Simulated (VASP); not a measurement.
# InGaAs2 (P-4m2) in VASP: notebook, part 2 of 2

VASP 6.6.1. Earlier steps stand in the parts before.

### 3 Single point, PBEsol

This run uses another cell than the first one, of 25.28 Å³/atom.

INCAR reads:

```
PREC     = Accurate       # precision mode
ENCUT    = 520            # plane-wave cutoff, eV
EDIFF    = 1E-7           # SCF threshold, eV
ISMEAR   = 0              # smearing method
SIGMA    = 0.01           # smearing width, eV
LREAL    = F              # projectors in reciprocal space
LASPH    = T              # aspherical terms in the spheres
NELM     = 100            # most SCF steps
ALGO     = Normal         # electronic algorithm
ISIF     = 2              # what is computed and relaxed
LWAVE    = F              # write WAVECAR
LCHARG   = F              # write CHGCAR
GGA      = PS             # functional
NBANDS   = 26             # bands
```

KPOINTS reads:

```
Automatic mesh
0
Gamma
  8 8 6
```

POSCAR reads:

```
InGaAs2
1.0
    4.1505046735      0.0000000000      0.0000000000
    0.0000000000      4.1505046735      0.0000000000
    0.0000000000      0.0000000000      5.8697000000
In Ga As
1 1 2
Direct
    0.0000000000      0.0000000000      0.0000000000
    0.5000000000      0.5000000000      0.5000000000
    0.5000000000      0.0000000000      0.2500000000
    0.0000000000      0.5000000000      0.7500000000
```

Potentials or basis: VASP PAW PBE potentials, release 64 (In_d, Ga_d, As).

Command:

```bash
> cat potpaw_PBE.64/In_d/POTCAR potpaw_PBE.64/Ga_d/POTCAR potpaw_PBE.64/As/POTCAR > POTCAR
> mpirun -np 1 vasp_std > vasp.out
```

OUTCAR:

```text
PREC = Accurate
   ENCUT = 520
   EDIFF = 1E-7
   ISMEAR = 0
   LREAL = F
   LASPH = T
   NELM = 100
   ISIF = 2
   GGA = PS

 ion  position               nearest neighbor table
   1  0.000  0.000  0.000-   3 2.54   4 2.54   4 2.54   3 2.54
   2  0.500  0.500  0.500-   3 2.54   4 2.54   3 2.54   4 2.54
   3  0.500  0.000  0.250-   1 2.54   2 2.54   2 2.54   1 2.54
   4  0.000  0.500  0.750-   1 2.54   2 2.54   1 2.54   2 2.54

  LATTYP: Found a simple tetragonal cell.
 ALAT       =     4.1505046735
 C/A-ratio  =     1.4142135624

  Lattice vectors:

 A1 = (   4.1505046735,   0.0000000000,   0.0000000000)
 A2 = (   0.0000000000,   4.1505046735,   0.0000000000)
 A3 = (   0.0000000000,   0.0000000000,   5.8697000000)

Analysis of symmetry for initial positions (statically):
=====================================================================
 Subroutine PRICEL returns:
 Original cell was already a primitive cell.

 Routine SETGRP: Setting up the symmetry group for a
 simple tetragonal supercell.

 Subroutine GETGRP returns: Found  8 space group operations
 (whereof  8 operations were pure point group operations)
 out of a pool of 16 trial point group operations.

The static configuration has the point symmetry D_2d.

Analysis of symmetry for dynamics (positions and initial velocities):
=====================================================================
 Subroutine PRICEL returns:
 Original cell was already a primitive cell.

 Routine SETGRP: Setting up the symmetry group for a
 simple tetragonal supercell.

 Subroutine GETGRP returns: Found  8 space group operations
 (whereof  8 operations were pure point group operations)
 out of a pool of 16 trial point group operations.

The dynamic configuration has the point symmetry D_2d.

 Subroutine INISYM returns: Found  8 space group operations
 (whereof  8 operations are pure point group operations),
 and found     1 'primitive' translations

----------------------------------------------------------------------------------------

                                     Primitive cell

  volume of cell :     101.1155

  direct lattice vectors                    reciprocal lattice vectors
     4.150504674  0.000000000  0.000000000     0.240934556  0.000000000  0.000000000
     0.000000000  4.150504674  0.000000000     0.000000000  0.240934556  0.000000000
     0.000000000  0.000000000  5.869700000     0.000000000  0.000000000  0.170366458

  length of vectors
     4.150504674  4.150504674  5.869700000     0.240934556  0.240934556  0.170366458

  position of ions in fractional coordinates (direct lattice)
     0.000000000  0.000000000  0.000000000
     0.500000000  0.500000000  0.500000000
     0.500000000  0.000000000  0.250000000
     0.000000000  0.500000000  0.750000000

  ion indices of the primitive-cell ions
   primitive index   ion index
                 1           1
                 2           2
                 3           3
                 4           4

----------------------------------------------------------------------------------------

 KPOINTS: Automatic mesh

Automatic generation of k-mesh.
 Grid dimensions read from file:
 generate k-points for:    8    8    6

 Generating k-lattice:

  Cartesian coordinates                     Fractional coordinates (reciprocal lattice)
     0.030116819  0.000000000  0.000000000     0.125000000  0.000000000  0.000000000
     0.000000000  0.030116819  0.000000000     0.000000000  0.125000000  0.000000000
     0.000000000  0.000000000  0.028394410     0.000000000  0.000000000  0.166666667

  Length of vectors
     0.030116819  0.030116819  0.028394410

  Shift w.r.t. Gamma in fractional coordinates (k-lattice)
     0.000000000  0.000000000  0.000000000

 Subroutine IBZKPT returns following result:
 ===========================================

 Found     60 irreducible k-points:

 Following reciprocal coordinates:
            Coordinates               Weight
  0.000000  0.000000  0.000000      1.000000
  0.125000  0.000000  0.000000      4.000000
  0.250000  0.000000  0.000000      4.000000
  0.375000  0.000000  0.000000      4.000000
  0.500000  0.000000  0.000000      2.000000
  0.125000  0.125000  0.000000      4.000000
[... 16 lines left out ...]
  0.375000  0.125000  0.166667     16.000000
  0.500000  0.125000  0.166667      8.000000
 [... further k-points ...]
   k-points           NKPTS =     60   k-points in BZ     NKDIM =     60   number of bands    NBANDS=     26
   number of dos      NEDOS =    301   number of ions     NIONS =      4
   total plane-waves  NPLWV =  49152
   dimension x,y,z NGX =    32 NGY =   32 NGZ =   48
   dimension x,y,z NGXF=    64 NGYF=   64 NGZF=   96
   ions per type =               1   1   2
   NGX,Y,Z   is equivalent  to a cutoff of  12.82, 12.82, 13.59 a.u.
   NGXF,Y,Z  is equivalent  to a cutoff of  25.63, 25.63, 27.19 a.u.
 SYSTEM =  unknown system
   PREC   = accura    normal or accurate (medium, high low for compatibility)
   ISTART =      0    job   : 0-new  1-cont  2-samecut
   ICHARG =      2    charge: 1-file 2-atom 10-const
   ISPIN  =      1    spin polarized calculation?
   LNONCOLLINEAR =      F non collinear calculations
   LSORBIT =      F    spin-orbit coupling
   LASPH  =      T    aspherical Exc in radial PAW
   ENCUT  =  520.0 eV  38.22 Ry    6.18 a.u.   7.72  7.72 10.91*2*pi/ulx,y,z
   NELM   =    100;   NELMIN=  2; NELMDL= -5     # of ELM steps
   EDIFF  = 0.1E-06   stopping-criterion for ELM
   LREAL  =      F    real-space projection
   EDIFFG = 0.1E-05   stopping-criterion for IOM
   NSW    =      0    number of steps for IOM
   IBRION =     -1    ionic relax: 0-MD 1-quasi-New 2-CG
   NFREE  =      0    steps in history (QN), initial steepest desc. (CG)
   ISIF   =      2    stress and relaxation
   ISYM   =      2    0-nonsym 1-usesym 2-fastsym
   POTIM  = 0.5000    time-step for ionic-motion
   TEBEG  =    0.0;   TEEND  =   0.0 temperature during run
   PSTRESS=    0.0 pullay stress
   NELECT =      36.0000    total number of electrons
   NUPDOWN=      -1.0000    fix difference up-down
   EMIN   =  10.00;   EMAX   =-10.00  energy-range for DOS
   EFERMI =   0.00;   METHOD = LEGACY
   ISMEAR =     0;   SIGMA  =   0.01  broadening in eV -4-tet -1-fermi 0-gaus
   EFERMI_NEDOS =   21; number of points for ismear=-14 and -15
   IALGO  =     38    algorithm
   IMIX   =      4    mixing-type and parameters
     AMIX     =   0.40;   BMIX     =  1.00
     AMIX_MAG =   1.60;   BMIX_MAG =  1.00
  volume/ion in A,a.u.               =      25.28       170.59
  Fermi-wavevector in a.u.,A,eV,Ry     =   1.160299  2.192646 18.317425  1.346293
  Thomas-Fermi vector in A             =   2.296882
   LORBIT       =      0    0 simple, 1 ext, 2 COOP (PROOUT), +10 PAW based schemes
   GGA     = PS    functional components
   LHFCALC =     F    Hartree Fock is set to
   AEXX    =    0.0000 exact exchange contribution
   IVDW    =     0    specifies the selected vdW correction
   LEPSILON=     F    determine dielectric tensor
   LRPA    =     F    only Hartree local field effects (RPA)
 non-spin polarized calculation
 Gauss-broadening in eV      SIGMA  =   0.01
  energy-cutoff  :      520.00
  volume of cell :      101.12
 maximum number of plane-waves:      2760
 NGX is ok and might be reduce to    32
   NGX = 15   NGY = 15   NGZ = 21

 number of electron      35.9999989 magnetization

 Free energy of the ion-electron system (eV)
  ---------------------------------------------------
  ext. energy  EPLUGINS =         0.00000000
  ---------------------------------------------------
  free energy    TOTEN  =       -17.34382810 eV

  energy without entropy =      -17.34378957  energy(sigma->0) =      -17.34380883

 E-fermi :   4.0759     XC(G=0):  -9.4806

 val. band max:        4.0742129782   @ k =   0.0000   0.0000   0.0000
 cond. band min:       4.5340256247   @ k =   0.5000   0.0000   0.5000
 fundamental gap:      0.4598126464
 Fermi energy:         4.0759099095

 k-point     1 :       0.0000    0.0000    0.0000
  band No.  band energies     occupation
      1     -10.6986      2.00000
      2     -10.6244      2.00000
      3     -10.6244      2.00000
      4     -10.5913      2.00000
      5     -10.5751      2.00000
      6     -10.4947      2.00000
[... 685 lines left out ...]
     25      10.3981      0.00000
     26      10.6577      0.00000

 [... further k-points ...]

------------------------ aborting loop because EDIFF is reached ----------------------------------------

  FORCE on cell =-STRESS in cart. coord.  units (eV):
  Direction    XX          YY          ZZ          XY          YZ          ZX
  --------------------------------------------------------------------------------------
  -------------------------------------------------------------------------------------
  Total        0.7293727      0.7293727      0.6318155      0.0000000      0.0000000      0.0000000
  in kB       11.5569270     11.5569270     10.0111311      0.0000000      0.0000000      0.0000000
  external PRESSURE =      11.0416617 kB  Pullay stress =       0.0000000 kB

 VOLUME and BASIS-vectors are now :
 -----------------------------------------------------------------------------
  energy-cutoff  :      520.00
  volume of cell :      101.12
      direct lattice vectors                 reciprocal lattice vectors
     4.150504674  0.000000000  0.000000000     0.240934556  0.000000000  0.000000000
     0.000000000  4.150504674  0.000000000     0.000000000  0.240934556  0.000000000
     0.000000000  0.000000000  5.869700000     0.000000000  0.000000000  0.170366458

 POSITION                                       TOTAL-FORCE (eV/Angst)
 -----------------------------------------------------------------------------------
      0.00000      0.00000      0.00000         0.000000      0.000000      0.000000
      2.07525      2.07525      2.93485         0.000000     -0.000000      0.000000
      2.07525      0.00000      1.46742         0.000000      0.000000      1.340174
      0.00000      2.07525      4.40227         0.000000      0.000000     -1.340174
 -----------------------------------------------------------------------------------
    total drift:                                0.000000      0.000000     -0.000000

  FREE ENERGIE OF THE ION-ELECTRON SYSTEM (eV)
  ---------------------------------------------------
  free  energy   TOTEN  =       -17.3438281016 eV

  energy  without entropy=      -17.3437895680  energy(sigma->0) =      -17.34380883
```

Wall time 2.4 min (1 thread of AMD EPYC 7R43 (Zen 3), shared host); peak memory 0.28 GiB.

Results:

- Free energy: -17.3438 eV
- Pressure: 1.1 GPa
- Largest force: 1.340 eV/Å
- Band gap on the k mesh: zero (filled and empty bands touch)

Forces in eV/Å, atoms in the order of the input:
```
In   0.000  0.000  0.000
Ga   0.000  0.000  0.000
As   0.000  0.000  1.340
As   0.000  0.000 -1.340
```

Levels at points of the mesh, in eV from the Fermi level:
```csv
k point,band 15,band 16,band 17,band 18,band 19,band 20,band 21,band 22
"(0.00, 0.00, 0.00)",-2.50,-0.10,-0.01,0.00,0.00,1.40,1.83,3.74
"(0.50, 0.00, 0.00)",-3.20,-3.00,-1.19,-1.08,2.23,2.91,4.86,5.16
"(0.50, 0.50, 0.00)",-2.54,-2.50,-2.50,-2.46,1.40,1.40,1.44,2.12
"(0.00, 0.00, 0.50)",-1.64,-1.64,-1.48,-1.48,1.84,2.06,2.90,3.09
"(0.50, 0.00, 0.50)",-1.14,-1.14,-1.00,-0.99,0.46,1.24,4.40,4.47
"(0.50, 0.50, 0.50)",-3.25,-3.22,-3.11,-3.11,3.77,4.37,4.37,4.85
```

Caveat: semilocal functionals underestimate gaps, and a narrow one can read as zero; the PAW data sets were made with another functional, which shifts forces and pressure a little; spin-orbit coupling is left out, which moves the levels of the heavy elements.

The gap in the log of VASP goes by the Fermi energy; the results here count the filled bands.